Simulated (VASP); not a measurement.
Wanted: the native input for a VASP 6.6.1 run.

```
Task                   : single point
Functional             : PBE
Potentials or basis    : VASP PAW PBE potentials, release 64 (Si)
Cutoff                 : 520 eV
k mesh                 : 8 × 8 × 8
Occupations            : fermi-dirac, width 0.02 eV
Spin                   : no spin polarisation
Dipole correction      : no
Further INCAR settings : ALGO = Normal; EDIFF = 1e-07; NBANDS = 11
```

The structure of Si lies in POSCAR:

```
Si
1.0
    0.0258862294      2.7207839361      2.7207839361
    2.7207839361      0.0258862294      2.7207839361
    2.7207839361      2.7207839361      0.0258862294
Si
2
Direct
    0.0006120971      0.0006120971      0.0006120971
    0.2493879029      0.2493879029      0.2493879029
```

This cell differs from its parent crystal: epitaxial 111 strain -1.0%.

One way to write it, as run:

INCAR

```
ALGO     = Normal         # electronic algorithm
EDIFF    = 1E-7           # SCF threshold, eV
ENCUT    = 520            # plane-wave cutoff, eV
GGA      = PE             # functional
ISIF     = 2              # what is computed and relaxed
ISMEAR   = -1             # smearing method
LASPH    = T              # aspherical terms in the spheres
LCHARG   = F              # write CHGCAR
LREAL    = F              # projectors in reciprocal space
LWAVE    = F              # write WAVECAR
NBANDS   = 11             # bands
NELM     = 80             # most SCF steps
PREC     = Accurate       # precision mode
SIGMA    = 0.02           # smearing width, eV
```

KPOINTS

```
k-points
0
Gamma
  8 8 8
```

Potentials or basis: VASP PAW PBE potentials, release 64 (Si).

The run is started by

```console
$ cat potpaw_PBE.64/Si/POTCAR > POTCAR
$ mpirun -np 1 vasp_std > vasp.out
```

Results of the run:

- Pressure: 2.8 GPa
- Largest force: 0.007 eV/Å
- Band gap on the k mesh: 0.55 eV, indirect (least direct gap 2.39 eV)

Caveat: the cell differs from its parent crystal (epitaxial 111 strain -1.0%).

Run time: 54 s on 1 thread of Intel Xeon 6975P-C, with other jobs on the host, peak memory 0.17 GiB.
